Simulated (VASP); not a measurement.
A run of VASP 6.6.1:

File INCAR:

```
SYSTEM = CoO
ALGO     = Normal         ! electronic algorithm
EDIFF    = 1E-6           ! SCF threshold, eV
ENCUT    = 520            ! plane-wave cutoff, eV
GGA      = PS             ! functional
ISIF     = 2              ! what is computed and relaxed
ISMEAR   = -1             ! smearing method
ISPIN    = 2              ! spin polarisation
LASPH    = .True.         ! aspherical terms in the spheres
LCHARG   = .False.        ! write CHGCAR
LMAXMIX  = 4              ! l up to which the mixer works
LORBIT   = 11             ! projections on sites
LREAL    = .False.        ! projectors in reciprocal space
LWAVE    = .False.        ! write WAVECAR
MAGMOM   = 2 0            ! initial moments
NBANDS   = 18             ! bands
NELM     = 150            ! most SCF steps
NUPDOWN  = 2.0            ! fixed moment
PREC     = Accurate       ! precision mode
SIGMA    = 0.05           ! smearing width, eV
```

KPOINTS

```
k-points
0
Gamma
  10 10 10
  0 0 0
```

The input POSCAR:

```
CoO
1.0
   -1.5080000000      1.5080000000      2.1072475377
    1.5080000000     -1.5080000000      2.1072475377
    1.5080000000      1.5080000000     -2.1072475377
Co O
1 1
Direct
    0.0000000000      0.0000000000      0.0000000000
    0.5000000000      0.5000000000      0.0000000000
```

Potentials or basis: VASP PAW PBE potentials, release 64 (Co, O).

The run is started by

```console
$ cat potpaw_PBE.64/Co/POTCAR potpaw_PBE.64/O/POTCAR > POTCAR
$ mpirun -np 1 vasp_std > vasp.out
```

Hardware: 1 thread of Intel Xeon 8259CL, with other jobs on the host.

Problem. How long does it take, and how much memory?

Solution. Wall time 110 s on 1 thread of Intel Xeon 8259CL, with other jobs on the host, peak memory 0.19 GiB. Counts: scf iterations 17, k points 102.
